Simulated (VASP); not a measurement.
Set up this calculation in VASP 6.6.1, as the native input.

```
Task                   : single point
Functional             : LDA
Potentials or basis    : VASP PAW LDA potentials, release 64 (Ni)
Cutoff                 : 520 eV
k mesh                 : 12 × 7 × 10
Occupations            : gaussian, width 0.1 eV
Spin                   : collinear spin, ferromagnetic start
Starting moments       : [0.06, 0.06] μB
Dipole correction      : no
Further INCAR settings : ALGO = Normal; EDIFF = 1e-07; NBANDS = 21; ISYM = 0
```

The structure of Ni lies in POSCAR:

```
Ni
1.0
    0.0000000000     -1.7716500000     -1.7716500000
   -3.5433000000     -1.7716500000     -1.7716500000
    0.0000000000      1.7716500000     -1.7716500000
Ni
2
Direct
    0.0000000000      0.0000000000      0.0000000000
    0.0000000000      0.5000000000      0.5000000000
```

The input as run:

INCAR

```
SYSTEM = Ni
ALGO     = Normal         ! electronic algorithm
EDIFF    = 1E-7           ! SCF threshold, eV
ENCUT    = 520            ! plane-wave cutoff, eV
ISIF     = 2              ! what is computed and relaxed
ISMEAR   = 0              ! smearing method
ISPIN    = 2              ! spin polarisation
ISYM     = 0            
LASPH    = .True.         ! aspherical terms in the spheres
LCHARG   = .True.         ! write CHGCAR
LELF     = .True.         ! ELF
LMAXMIX  = 4              ! l up to which the mixer works
LORBIT   = 11             ! projections on sites
LREAL    = .False.        ! projectors in reciprocal space
LVHAR    = .True.       
LWAVE    = .False.        ! write WAVECAR
MAGMOM   = 0.06 0.06      ! initial moments
NBANDS   = 21             ! bands
NELM     = 150            ! most SCF steps
PREC     = Accurate       ! precision mode
SIGMA    = 0.1            ! smearing width, eV
```

KPOINTS

```
k-points
0
Gamma
  12 7 10
  0 0 0
```

Potentials or basis: VASP PAW LDA potentials, release 64 (Ni).

Run with:

```sh
$ cat potpaw_LDA.64/Ni/POTCAR > POTCAR
$ mpirun -np 1 vasp_std > vasp.out
```

It gave:

```yaml
Pressure: -20.2 GPa
Net_moment: 1.23 μB per cell
Site_moments: Ni +0.62 μB
Valence_electrons_inside_the_program's_atomic_spheres: Ni 9.28
```

It took 12 min on 1 thread of Oxide Virtual Turin-like Processor, on a shared host, peak memory 0.31 GiB.
